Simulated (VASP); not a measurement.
Wanted: the native input for a VASP 6.6.1 run.

```yaml
Task: single point
Functional: PBE
Potentials_or_basis: VASP PAW PBE potentials, release 64 (Hg)
Cutoff: 520 eV
k_mesh: 4 × 4 × 4
Occupations: fermi-dirac, width 0.1 eV
Spin: no spin polarisation
Dipole_correction: no
Further_INCAR_settings: ALGO = Normal; EDIFF = 1e-06; NBANDS = 12
```

The structure of Hg lies in POSCAR:

```
Hg
1.0
    2.0783995336      1.1999645302      1.9747385792
   -2.0783995336      1.1999645302      1.9747385792
    0.0000000000     -2.3999290604      1.9747385791
Hg
1
Direct
    0.0000000000      1.0000000000      0.0000000000
```

These files were run (other wordings do the same):

INCAR

```
  PREC = Accurate
  ENCUT = 520
  EDIFF = 1E-6
  ISMEAR = -1
  SIGMA = 0.1
  LREAL = False
  LASPH = True
  NELM = 80
  ALGO = Normal
  ISIF = 2
  LWAVE = False
  LCHARG = True
  GGA = PE
  LELF = True
  LVHAR = True
  NBANDS = 12
```

KPOINTS

```
regular mesh
0
Gamma
  4 4 4
```

Potentials or basis: VASP PAW PBE potentials, release 64 (Hg).

Launch:

```bash
$ cat potpaw_PBE.64/Hg/POTCAR > POTCAR
$ mpirun -np 1 vasp_std > vasp.out
```

It gave:

The pressure is -0.4 GPa and the band gap on the k mesh is zero (band 6 reaches 4.23 eV, above the bottom of band 7 at -0.02 eV).

Caveat: the k points lie up to 0.51 Å⁻¹ apart; spin-orbit coupling is left out, which moves the levels of the heavy elements.

Wall time 2.7 s on 1 thread of Intel(R) Xeon(R) 6975P-C (Granite Rapids), with other jobs on the host, peak memory 0.13 GiB.
